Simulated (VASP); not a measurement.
Wanted: the native input for a VASP 6.6.1 run.

| Property | Result |
| --- | --- |
| Task | single point |
| Functional | PBEsol |
| Potentials or basis | VASP PAW PBE potentials, release 64 (Al, Ga_d) |
| Cutoff | 520 eV |
| k mesh | 3 × 3 × 1 |
| Occupations | fermi-dirac, width 0.1 eV |
| Spin | no spin polarisation |
| Dipole correction | no |
| Further INCAR settings | ALGO = Normal; EDIFF = 1e-06; NBANDS = 36 |

The structure of Al12Ga lies in POSCAR:

```
Al12Ga
1.0
    5.7275650000      0.0000000000      0.0000000000
    2.8637820000      4.9602170000      0.0000000000
    0.0000000000      0.0000000000     15.6765370000
Al Ga
12 1
Direct
    0.1666667000      0.1666667000      0.0637896000
    0.6666667000      0.1666667000      0.0637896000
    0.1666667000      0.6666667000      0.0637896000
    0.6666667000      0.6666667000      0.0637896000
   -0.1576631266      0.3241007104      0.2120019748
    0.3362837497      0.3262955967      0.2104225453
   -0.1573248751      0.8233735464      0.2124620314
    0.3427734807      0.8230284594      0.2111879910
    0.0176802720     -0.0165221560      0.3648436755
    0.5052800514      0.0057311221      0.3548303888
   -0.0163730286      0.5009862294      0.3659887501
    0.5058782078      0.4734000312      0.3541735127
    0.4724652136     -0.2460730172      0.4909500679
```

These files were run (other wordings do the same):

INCAR

```
PREC     = Accurate       # precision mode
ENCUT    = 520            # plane-wave cutoff, eV
EDIFF    = 1E-6           # SCF threshold, eV
ISMEAR   = -1             # smearing method
SIGMA    = 0.1            # smearing width, eV
LREAL    = F              # projectors in reciprocal space
LASPH    = T              # aspherical terms in the spheres
NELM     = 100            # most SCF steps
ALGO     = Normal         # electronic algorithm
ISIF     = 2              # what is computed and relaxed
LWAVE    = F              # write WAVECAR
LCHARG   = F              # write CHGCAR
GGA      = PS             # functional
NBANDS   = 36             # bands
```

KPOINTS

```
Automatic mesh
0
Gamma
  3 3 1
```

Potentials or basis: VASP PAW PBE potentials, release 64 (Al, Ga_d).

Command:

```bash
$ cat potpaw_PBE.64/Al/POTCAR potpaw_PBE.64/Ga_d/POTCAR > POTCAR
$ mpirun -np 1 vasp_std > vasp.out
```

It gave:

```yaml
Largest_force: 0.146 eV/Å
```

Caveat: the k points lie up to 0.42 Å⁻¹ apart; the PAW data sets were made with another functional, which shifts forces and pressure a little.

Wall time 73 s on 1 thread of Intel(R) Xeon(R) 6975P-C (Granite Rapids), on a shared host, peak memory 0.58 GiB.
